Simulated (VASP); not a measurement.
# Be: single point with PBEsol

Be:

```
Be
1.0
     0.00000    1.39622    1.39622
     1.39622    0.00000    1.39622
     1.39622    1.39622    0.00000
Be
1
Direct
  0.00000 0.00000 0.00000
```

```yaml
Program: VASP 6.6.1
Task: single point
Functional: PBEsol
Potentials_or_basis: VASP PAW PBE potentials, release 64 (Be)
Cutoff: 520 eV
k_mesh: 23 × 23 × 23
Occupations: fermi-dirac, width 0.1 eV
Spin: no spin polarisation
Dipole_correction: no
Further_INCAR_settings: ALGO = Normal; EDIFF = 1e-07; NBANDS = 7
```

```
Pressure               : 81.4 GPa
Band gap on the k mesh : zero (band 1 reaches 11.87 eV, above the bottom of band 2 at 11.02 eV)
```

Levels at points of the mesh, in eV from the Fermi level:
```tsv
k point	band 1	band 2	band 3	band 4
(0.00, 0.00, 0.00)	-13.98	26.05	26.05	26.05
```

It took 5.9 s on 1 thread of Intel Xeon 6975P-C, with other jobs on the host, peak memory 0.12 GiB.

Caveat: the PAW data sets were made with another functional, which shifts forces and pressure a little.
